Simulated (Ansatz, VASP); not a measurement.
# Two plane-wave programs on Fe2Ir

```
Fe Ir
1.0
     0.00000    2.58243    2.58243
     2.58243    0.00000    2.58243
     2.58243    2.58243    0.00000
Fe Ir
2 1
Direct
  0.25000 0.25000 0.25000
  0.75000 0.75000 0.75000
  0.00000 0.00000 0.00000
```

Alike in both runs: task relaxation of cell and atoms; functional PBE; k mesh 6 × 6 × 6; occupations gaussian, width 0.1 eV; no spin polarisation.

|  | VASP | Ansatz |
| --- | --- | --- |
| version | VASP 6.6.1 | Ansatz 0.2.0 |
| potentials or method | VASP PAW PBE potentials, release 64 (Fe, Ir), cutoff 600 eV | scalar-relativistic, plane waves, PAW |
| valence electrons in the cell | 25 | 49 |

VASP gave:

* gap on the k mesh at the Fermi level, each at its own relaxed structure (eV): none
* relaxed volume (Å³/atom): 14.26
* relaxed length of the cell vector where the two differ most in proportion (Å): 3.926

**Question.** What did Ansatz give for the same quantities?

**Answer.** gap on the k mesh at the Fermi level, each at its own relaxed structure (eV): none; relaxed volume (Å³/atom): 14.27; relaxed length of the cell vector where the two differ most in proportion (Å): 3.927.

A gap of «none» marks a metal or a gap that the smearing closes. VASP's potentials hold 25 valence electrons a cell and Ansatz's 49, so a difference there can come from the potentials and not from the codes.

Neither program's run includes spin-orbit coupling. Noted on VASP's run: the volume moved by over 15 % at a fixed basis, so the end points are rough.
